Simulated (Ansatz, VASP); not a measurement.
**Nb in VASP and in Ansatz**

```
CELL_PARAMETERS angstrom
4.59469 0.00000 0.00000
-2.29734 3.97912 0.00000
0.00000 0.00000 19.75150
ATOMIC_POSITIONS crystal
Nb 0.83333 0.16667 0.41703
Nb 0.16667 0.83333 0.45657
Nb 0.50000 0.50000 0.50000
Nb 0.83333 0.16667 0.54343
Nb 0.16667 0.83333 0.58297
```

Alike in both runs: task single point; functional LDA; k mesh 8 × 8 × 1; occupations fermi-dirac, width 0.1 eV; no spin polarisation.

|  | VASP | Ansatz |
| --- | --- | --- |
| version | VASP 6.6.1 | Ansatz 0.2.0 |
| potentials or method | VASP PAW LDA potentials, release 64 (Nb_sv), cutoff 520 eV | all-electron LAPW, scalar-relativistic |

|  | VASP | Ansatz | Ansatz less VASP |
| --- | --- | --- | --- |
| rms of the force components (eV/Å) | 0.006 | 0.000 | -0.0059 |

LDA's correlation is that of Perdew and Zunger in VASP and of Perdew and Wang (1992) in Ansatz. Atom by atom the forces differ by 0.006 eV/Å (rms over components). Ansatz ran all-electron here, and VASP with PAW potentials. Ansatz's warnings: slab cell height set.
